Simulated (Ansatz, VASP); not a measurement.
## One calculation of Lu, two programs

```xyz
2
Lattice="3.3824 0.0000 0.0000 -1.6912 2.9292 0.0000 0.0000 0.0000 5.2524" Properties=species:S:1:pos:R:3 pbc="T T T"
Lu    0.0000    1.9528    1.3131
Lu    1.6912    0.9764    3.9393
```

Alike in both runs: task single point; functional LDA; k mesh 11 × 11 × 6; no spin polarisation.

|  | VASP | Ansatz |
| --- | --- | --- |
| version | VASP 6.6.1 | Ansatz 0.2.0 |
| potentials or method | VASP PAW PBE potentials, release 64 (Lu), cutoff 520 eV | plane waves (420 eV) with PAW, scalar-relativistic |
| occupations | methfessel-paxton of order 1, width 0.6 eV | cold, width 0.6 eV |
| valence electrons in the cell | 50 | 50 |

Ansatz gave:

* pressure (GPa): -0.1
* traceless stress, the component that is largest in VASP (GPa): 0.55

Q: What did VASP give for the same quantities?

A: Pressure (GPa): 0.2; traceless stress, the component that is largest in VASP (GPa): 0.30.

VASP's potentials were made for PBE, not for LDA, and Ansatz warns of the same on its side. LDA's correlation is that of Perdew and Zunger in VASP and of Perdew and Wang (1992) in Ansatz.

Spin-orbit coupling is off throughout.
